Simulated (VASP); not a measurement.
# SnS2 (P-3m1) in VASP: a series of runs

SnS2 is run at these levels: PBE+D3(BJ); tasks: single point, relaxation of cell and atoms, relaxation of shape and atoms at fixed volume.

All numbers are computed with VASP 6.6.1; they aren't measurements. Logs are shortened: lines on timing, memory, paths and dates and some standing lists are left out, and cuts for length are marked.

## (1) The cell of the first run

The structure is trigonal, space group P-3m1 (No. 164). The conventional cell has a = 3.676 Å, b = 3.676 Å, c = 5.901 Å, α = 90.00°, β = 90.00°, γ = 120.00°. Sn (site symmetry -3m) has 6 S at 2.59 Å within 3.4 Å. Within 3.4 Å of S (site symmetry 3m) lie 3 Sn at 2.59 Å.

## (2) Single point, PBE+D3(BJ) (23.02 Å³/atom)

INCAR

```
SYSTEM = SnS2
PREC = Accurate
ENCUT = 500
EDIFF = 1E-6
ISMEAR = 0
SIGMA = 0.01
LREAL = .FALSE.
LASPH = .TRUE.
NELM = 120
ALGO = Normal
ISIF = 2
LWAVE = .FALSE.
LCHARG = .FALSE.
GGA = PE
IVDW = 12
NBANDS = 20
GGA_COMPAT = .FALSE.
```

KPOINTS

```
Automatic mesh
0
G
  12 12 6
  0 0 0
```

POSCAR

```
SnS2
1.0
    3.6759838530      0.0000000000      0.0000000000
   -1.8379919265      3.1834954006      0.0000000000
    0.0000000000      0.0000000000      5.9008039499
Sn S
1 2
Direct
    0.0000000000      0.0000000000      0.0000000000
    0.6666666667      0.3333333333      0.2505843966
    0.3333333333      0.6666666667      0.7494156034
```

Potentials or basis: VASP PAW PBE potentials, release 64 (Sn_d, S).

Started as:

```
> cat potpaw_PBE.64/Sn_d/POTCAR potpaw_PBE.64/S/POTCAR > POTCAR
> mpirun -np 1 vasp_std > vasp.out
```

OUTCAR:

```text
SYSTEM = SnS2
   PREC = Accurate
   ENCUT = 500
   EDIFF = 1E-6
   ISMEAR = 0
   LREAL = .FALSE.
   LASPH = .TRUE.
   NELM = 120
   ISIF = 2
   GGA = PE
   IVDW = 12
 IVDW          = 12

 ion  position               nearest neighbor table
   1  0.000  0.000  0.000-   2 2.59   3 2.59   2 2.59   3 2.59   2 2.59   3 2.59
   2  0.667  0.333  0.251-   1 2.59   1 2.59   1 2.59
   3  0.333  0.667  0.749-   1 2.59   1 2.59   1 2.59

  LATTYP: Found a hexagonal cell.
 ALAT       =     3.6759838530
 C/A-ratio  =     1.6052311941

  Lattice vectors:

 A1 = (   3.6759838530,   0.0000000000,   0.0000000000)
 A2 = (  -1.8379919265,   3.1834954006,   0.0000000000)
 A3 = (   0.0000000000,   0.0000000000,   5.9008039499)

Analysis of symmetry for initial positions (statically):
=====================================================================
 Subroutine PRICEL returns:
 Original cell was already a primitive cell.

 Routine SETGRP: Setting up the symmetry group for a
 hexagonal supercell.

 Subroutine GETGRP returns: Found 12 space group operations
 (whereof 12 operations were pure point group operations)
 out of a pool of 24 trial point group operations.

The static configuration has the point symmetry D_3d.

Analysis of symmetry for dynamics (positions and initial velocities):
=====================================================================
 Subroutine PRICEL returns:
 Original cell was already a primitive cell.

 Routine SETGRP: Setting up the symmetry group for a
 hexagonal supercell.

 Subroutine GETGRP returns: Found 12 space group operations
 (whereof 12 operations were pure point group operations)
 out of a pool of 24 trial point group operations.

The dynamic configuration has the point symmetry D_3d.

 Subroutine INISYM returns: Found 12 space group operations
 (whereof 12 operations are pure point group operations),
 and found     1 'primitive' translations

----------------------------------------------------------------------------------------

                                     Primitive cell

  volume of cell :      69.0540

  direct lattice vectors                    reciprocal lattice vectors
     3.675983853  0.000000000  0.000000000     0.272036015  0.157060067  0.000000000
    -1.837991926  3.183495401  0.000000000     0.000000000  0.314120133  0.000000000
     0.000000000  0.000000000  5.900803950     0.000000000  0.000000000  0.169468433

  length of vectors
     3.675983853  3.675983853  5.900803950     0.314120133  0.314120133  0.169468433

  position of ions in fractional coordinates (direct lattice)
     0.000000000  0.000000000  0.000000000
     0.666666667  0.333333333  0.250584397
     0.333333333  0.666666667  0.749415603

  ion indices of the primitive-cell ions
   primitive index   ion index
                 1           1
                 2           2
                 3           3

----------------------------------------------------------------------------------------

 KPOINTS: Automatic mesh

Automatic generation of k-mesh.
 Grid dimensions read from file:
 generate k-points for:   12   12    6

 Generating k-lattice:

  Cartesian coordinates                     Fractional coordinates (reciprocal lattice)
     0.022669668  0.013088339  0.000000000     0.083333333  0.000000000  0.000000000
     0.000000000  0.026176678  0.000000000     0.000000000  0.083333333  0.000000000
     0.000000000  0.000000000  0.028244739     0.000000000  0.000000000  0.166666667

  Length of vectors
     0.026176678  0.026176678  0.028244739

  Shift w.r.t. Gamma in fractional coordinates (k-lattice)
     0.000000000  0.000000000  0.000000000

 Subroutine IBZKPT returns following result:
 ===========================================

 Found    100 irreducible k-points:

 Following reciprocal coordinates:
            Coordinates               Weight
  0.000000  0.000000  0.000000      1.000000
  0.083333 -0.000000  0.000000      6.000000
  0.166667  0.000000  0.000000      6.000000
  0.250000 -0.000000  0.000000      6.000000
  0.333333  0.000000  0.000000      6.000000
  0.416667 -0.000000  0.000000      6.000000
[... 16 lines left out ...]
  0.166667  0.000000  0.166667      6.000000
  0.000000  0.166667  0.166667      6.000000
 [... further k-points ...]
   k-points           NKPTS =    100   k-points in BZ     NKDIM =    100   number of bands    NBANDS=     20
   number of dos      NEDOS =    301   number of ions     NIONS =      3
   total plane-waves  NPLWV =  37632
   dimension x,y,z NGX =    28 NGY =   28 NGZ =   48
   dimension x,y,z NGXF=    56 NGYF=   56 NGZF=   96
   ions per type =               1   2
   NGX,Y,Z   is equivalent  to a cutoff of  12.66, 12.66, 13.52 a.u.
   NGXF,Y,Z  is equivalent  to a cutoff of  25.33, 25.33, 27.05 a.u.
 SYSTEM =  SnS2
   PREC   = accura    normal or accurate (medium, high low for compatibility)
   ISTART =      0    job   : 0-new  1-cont  2-samecut
   ICHARG =      2    charge: 1-file 2-atom 10-const
   ISPIN  =      1    spin polarized calculation?
   LNONCOLLINEAR =      F non collinear calculations
   LSORBIT =      F    spin-orbit coupling
   LASPH  =      T    aspherical Exc in radial PAW
   ENCUT  =  500.0 eV  36.75 Ry    6.06 a.u.   6.70  6.70 10.76*2*pi/ulx,y,z
   NELM   =    120;   NELMIN=  2; NELMDL= -5     # of ELM steps
   EDIFF  = 0.1E-05   stopping-criterion for ELM
   LREAL  =      F    real-space projection
   EDIFFG = 0.1E-04   stopping-criterion for IOM
   NSW    =      0    number of steps for IOM
   IBRION =     -1    ionic relax: 0-MD 1-quasi-New 2-CG
   NFREE  =      0    steps in history (QN), initial steepest desc. (CG)
   ISIF   =      2    stress and relaxation
   ISYM   =      2    0-nonsym 1-usesym 2-fastsym
   POTIM  = 0.5000    time-step for ionic-motion
   TEBEG  =    0.0;   TEEND  =   0.0 temperature during run
   PSTRESS=    0.0 pullay stress
   NELECT =      26.0000    total number of electrons
   NUPDOWN=      -1.0000    fix difference up-down
   EMIN   =  10.00;   EMAX   =-10.00  energy-range for DOS
   EFERMI =   0.00;   METHOD = LEGACY
   ISMEAR =     0;   SIGMA  =   0.01  broadening in eV -4-tet -1-fermi 0-gaus
   EFERMI_NEDOS =   21; number of points for ismear=-14 and -15
   IALGO  =     38    algorithm
   IMIX   =      4    mixing-type and parameters
     AMIX     =   0.40;   BMIX     =  1.00
     AMIX_MAG =   1.60;   BMIX_MAG =  1.00
  volume/ion in A,a.u.               =      23.02       155.33
  Fermi-wavevector in a.u.,A,eV,Ry     =   1.182142  2.233924 19.013590  1.397459
  Thomas-Fermi vector in A             =   2.318402
   LORBIT       =      0    0 simple, 1 ext, 2 COOP (PROOUT), +10 PAW based schemes
   GGA     = PE    functional components
   LHFCALC =     F    Hartree Fock is set to
   AEXX    =    0.0000 exact exchange contribution
   IVDW    =    12    specifies the selected vdW correction
   LEPSILON=     F    determine dielectric tensor
   LRPA    =     F    only Hartree local field effects (RPA)
 non-spin polarized calculation
 Gauss-broadening in eV      SIGMA  =   0.01
  energy-cutoff  :      500.00
  volume of cell :       69.05
 maximum number of plane-waves:      1785
 NGX is ok and might be reduce to    28
   NGX = 13   NGY = 13   NGZ = 21

 number of electron      26.0000008 magnetization

 Free energy of the ion-electron system (eV)
  ---------------------------------------------------
  ext. energy  EPLUGINS =         0.00000000
  ---------------------------------------------------
  free energy    TOTEN  =       -13.17299567 eV

  energy without entropy =      -13.17299567  energy(sigma->0) =      -13.17299567

 E-fermi :   4.6287     XC(G=0):  -9.5468

 val. band max:        4.5357968597   @ k =   0.0833   0.0833   0.0000
 cond. band min:       5.8845842229   @ k =   0.4167  -0.0000   0.3333
 fundamental gap:      1.3487873632
 Fermi energy:         4.6287369431

 k-point     1 :       0.0000    0.0000    0.0000
  band No.  band energies     occupation
      1     -16.4183      2.00000
      2     -16.4183      2.00000
      3     -16.3804      2.00000
      4     -16.3548      2.00000
      5     -16.3548      2.00000
      6      -9.1446      2.00000
[... 12 lines left out ...]
     19      14.0371      0.00000
     20      14.0371      0.00000

 k-point     2 :       0.0833   -0.0000    0.0000
  band No.  band energies     occupation
      1     -16.4222      2.00000
      2     -16.4143      2.00000
      3     -16.3775      2.00000
      4     -16.3574      2.00000
      5     -16.3545      2.00000
      6      -9.0688      2.00000
[... 12 lines left out ...]
     19      13.6854      0.00000
     20      14.1237      0.00000

 k-point     3 :       0.1667    0.0000    0.0000
  band No.  band energies     occupation
      1     -16.4341      2.00000
      2     -16.4046      2.00000
      3     -16.3708      2.00000
      4     -16.3620      2.00000
      5     -16.3528      2.00000
      6      -8.8455      2.00000
[... 12 lines left out ...]
     19      13.4743      0.00000
     20      14.3044      0.00000

 k-point     4 :       0.2500   -0.0000    0.0000
  band No.  band energies     occupation
      1     -16.4522      2.00000
      2     -16.3948      2.00000
      3     -16.3754      2.00000
      4     -16.3529      2.00000
      5     -16.3470      2.00000
      6      -8.4889      2.00000
[... 12 lines left out ...]
     19      13.2713      0.00000
     20      14.7666      0.00000

 k-point     5 :       0.3333    0.0000    0.0000
  band No.  band energies     occupation
      1     -16.4712      2.00000
      2     -16.3898      2.00000
      3     -16.3828      2.00000
      4     -16.3400      2.00000
      5     -16.3362      2.00000
      6      -8.0338      2.00000
[... 12 lines left out ...]
     19      13.8358      0.00000
     20      14.9592      0.00000
[... 353 lines left out ...]
      6      -9.0303      2.00000
[... 12 lines left out ...]
     19      13.4698      0.00000
     20      13.8508      0.00000

 k-point    22 :       0.0000    0.0833    0.1667
  band No.  band energies     occupation
      1     -16.4222      2.00000
      2     -16.4143      2.00000
      3     -16.3774      2.00000
      4     -16.3574      2.00000
      5     -16.3545      2.00000
      6      -9.0304      2.00000
[... 12 lines left out ...]
     19      13.5925      0.00000
     20      14.1144      0.00000

 k-point    23 :       0.1667    0.0000    0.1667
  band No.  band energies     occupation
      1     -16.4342      2.00000
      2     -16.4046      2.00000
      3     -16.3708      2.00000
      4     -16.3620      2.00000
      5     -16.3528      2.00000
      6      -8.8074      2.00000
[... 12 lines left out ...]
     19      13.2448      0.00000
     20      14.0154      0.00000

 k-point    24 :       0.0000    0.1667    0.1667
  band No.  band energies     occupation
      1     -16.4342      2.00000
      2     -16.4046      2.00000
      3     -16.3708      2.00000
      4     -16.3620      2.00000
      5     -16.3528      2.00000
      6      -8.8079      2.00000
[... 12 lines left out ...]
     19      13.7655      0.00000
     20      14.1274      0.00000

 [... further k-points ...]

------------------------ aborting loop because EDIFF is reached ----------------------------------------

 Edisp (eV)   -0.96341

 E8    (eV) :    -0.3935

  FORCE on cell =-STRESS in cart. coord.  units (eV):
  Direction    XX          YY          ZZ          XY          YZ          ZX
  --------------------------------------------------------------------------------------
  -------------------------------------------------------------------------------------
  Total      -0.25242    -0.25242    -0.23337     0.00000    -0.00000     0.00000
  in kB      -5.85665    -5.85665    -5.41454     0.00000    -0.00000     0.00000
  external pressure =       -5.71 kB  Pullay stress =        0.00 kB

 VOLUME and BASIS-vectors are now :
 -----------------------------------------------------------------------------
  energy-cutoff  :      500.00
  volume of cell :       69.05
      direct lattice vectors                 reciprocal lattice vectors
     3.675983853  0.000000000  0.000000000     0.272036015  0.157060067  0.000000000
    -1.837991926  3.183495401  0.000000000     0.000000000  0.314120133  0.000000000
     0.000000000  0.000000000  5.900803950     0.000000000  0.000000000  0.169468433

 POSITION                                       TOTAL-FORCE (eV/Angst)
 -----------------------------------------------------------------------------------
      0.00000      0.00000      0.00000         0.000000      0.000000      0.000000
      1.83799      1.06117      1.47865        -0.000000      0.000000     -0.007077
     -0.00000      2.12233      4.42215         0.000000      0.000000      0.007077
 -----------------------------------------------------------------------------------
    total drift:                               -0.000000     -0.000000      0.000000

  FREE ENERGIE OF THE ION-ELECTRON SYSTEM (eV)
  ---------------------------------------------------
  free  energy   TOTEN  =       -14.1364077872 eV

  energy  without entropy=      -14.1364077872  energy(sigma->0) =      -14.13640779
```

Run time: 2 min. Hardware: 1 thread of Intel Xeon Platinum 8259CL at 2.50GHz (Skylake/Cascade Lake), shared host; peak memory 0.27 GiB.

Results:

| Property | Result |
| --- | --- |
| Free energy | -14.1364 eV |
| Pressure | -0.6 GPa |
| Largest force | 0.007 eV/Å |
| Band gap on the k mesh | 1.35 eV (least direct gap 1.80 eV) |
| Dispersion energy per atom | -0.321 eV |

Forces on the atoms (eV/Å):
```
Sn   0.000  0.000  0.000
S    0.000  0.000 -0.007
S    0.000  0.000  0.007
```

Caveat: spin-orbit coupling is left out, which moves the levels of the heavy elements.

[end of part 1 of 2]
